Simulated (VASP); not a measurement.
Write the native input for VASP 6.6.1 that does the following.

- Task: single point
- Functional: PBE
- Potentials or basis: VASP PAW PBE potentials, release 64 (Te, Cr_pv, Cs_sv)
- Cutoff: 520 eV
- k mesh: 3 × 3 × 3
- Occupations: gaussian, width 0.2395 eV
- Spin: collinear spin, ferromagnetic start
- Starting moments: [0.06, 0.06, 0.06, 0.06, 0.06, 0.06, 1.96, 0.06, 0.06] μB
- Dipole correction: no
- Further INCAR settings: ALGO = Normal; EDIFF = 1e-06; NBANDS = 47

The structure of Cs2CrTe6 lies in POSCAR:

```
Cs2CrTe6
1.0
    0.0000000000      5.5395500000      5.5395500000
    5.5395500000      0.0000000000      5.5395500000
    5.5395500000      5.5395500000      0.0000000000
Te Cr Cs
6 1 2
Direct
    0.8080000000      0.1920000000      0.1920000000
    0.1920000000      0.8080000000      0.1920000000
    0.1920000000      0.8080000000      0.8080000000
    0.8080000000      0.1920000000      0.8080000000
    0.1920000000      0.1920000000      0.8080000000
    0.8080000000      0.8080000000      0.1920000000
    0.0000000000      0.0000000000      0.0000000000
    0.2500000000      0.2500000000      0.2500000000
    0.7500000000      0.7500000000      0.7500000000
```

The input as run:

INCAR

```
PREC     = Accurate       # precision mode
ENCUT    = 520            # plane-wave cutoff, eV
EDIFF    = 1E-6           # SCF threshold, eV
ISMEAR   = 0              # smearing method
SIGMA    = 0.2395         # smearing width, eV
LREAL    = F              # projectors in reciprocal space
LASPH    = T              # aspherical terms in the spheres
NELM     = 150            # most SCF steps
ALGO     = Normal         # electronic algorithm
ISIF     = 2              # what is computed and relaxed
LWAVE    = F              # write WAVECAR
LCHARG   = F              # write CHGCAR
ISPIN    = 2              # spin polarisation
MAGMOM   = 0.06 0.06 0.06 0.06 0.06 0.06 1.96 0.06 0.06 # initial moments
LORBIT   = 11             # projections on sites
LMAXMIX  = 4              # l up to which the mixer works
GGA      = PE             # functional
NBANDS   = 47             # bands
```

KPOINTS

```
regular mesh
0
Gamma
  3 3 3
```

Potentials or basis: VASP PAW PBE potentials, release 64 (Te, Cr_pv, Cs_sv).

Run with:

```sh
$ cat potpaw_PBE.64/Te/POTCAR potpaw_PBE.64/Cr_pv/POTCAR potpaw_PBE.64/Cs_sv/POTCAR > POTCAR
$ mpirun -np 1 vasp_std > vasp.out
```

Results of the run:

- Pressure: 22.8 GPa
- Largest force: 10.748 eV/Å
- Band gap on the k mesh: zero (filled and empty bands overlap)
- Net moment: 4.03 μB per cell
- Site moments: Te +0.12; Cr +2.13; Cs +0.03 μB
- Valence electrons inside the program's atomic spheres: Te 3.54; Cr 12.82; Cs 6.57

Caveat: spin-orbit coupling is left out, which moves the levels of the heavy elements; a cell with one magnetic atom can't hold antiferromagnetic order, which such compounds often take; forces of over 1 eV/Å act on the atoms, so gaps and moduli don't describe the material at rest.

Run time: 5.5 min on 1 thread of AMD EPYC 7R13 Processor (Zen 3), with other jobs on the host, peak memory 0.68 GiB.
